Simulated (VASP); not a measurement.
A run of VASP 6.6.1:

The input INCAR:

```
PREC     = Accurate       # precision mode
ENCUT    = 520            # plane-wave cutoff, eV
EDIFF    = 1E-6           # SCF threshold, eV
ISMEAR   = 0              # smearing method
SIGMA    = 0.02           # smearing width, eV
LREAL    = F              # projectors in reciprocal space
LASPH    = T              # aspherical terms in the spheres
NELM     = 80             # most SCF steps
ALGO     = Normal         # electronic algorithm
ISIF     = 2              # what is computed and relaxed
LWAVE    = F              # write WAVECAR
LCHARG   = F              # write CHGCAR
GGA      = PE             # functional
NBANDS   = 25             # bands
```

File KPOINTS:

```
Automatic mesh
0
Gamma
  6 6 6
```

The input POSCAR:

```
SiO2
1.0
    0.0000000000      3.7300469099      3.7300469099
    3.7300469099      0.0000000000      3.7300469099
    3.7300469099      3.7300469099      0.0000000000
Si O
2 4
Direct
    0.2500000000      0.2500000000      0.2500000000
    0.0000000000      0.0000000000      0.0000000000
    0.6250000000      0.1250000000      0.1250000000
    0.1250000000      0.1250000000      0.1250000000
    0.1250000000      0.1250000000      0.6250000000
    0.1250000000      0.6250000000      0.1250000000
```

Potentials or basis: VASP PAW PBE potentials, release 64 (Si, O).

Command:

```console
$ cat potpaw_PBE.64/Si/POTCAR potpaw_PBE.64/O/POTCAR > POTCAR
$ mpirun -np 1 vasp_std > vasp.out
```

Hardware: 1 thread of AMD EPYC 7R43 64-Core Processor (Zen 3) (shared host).

How long does it take, and how much memory?

It took 58 s on 1 thread of AMD EPYC 7R43 64-Core Processor (Zen 3), with other jobs on the host, peak memory 0.2 GiB. Counts: scf iterations 13, k points 16.
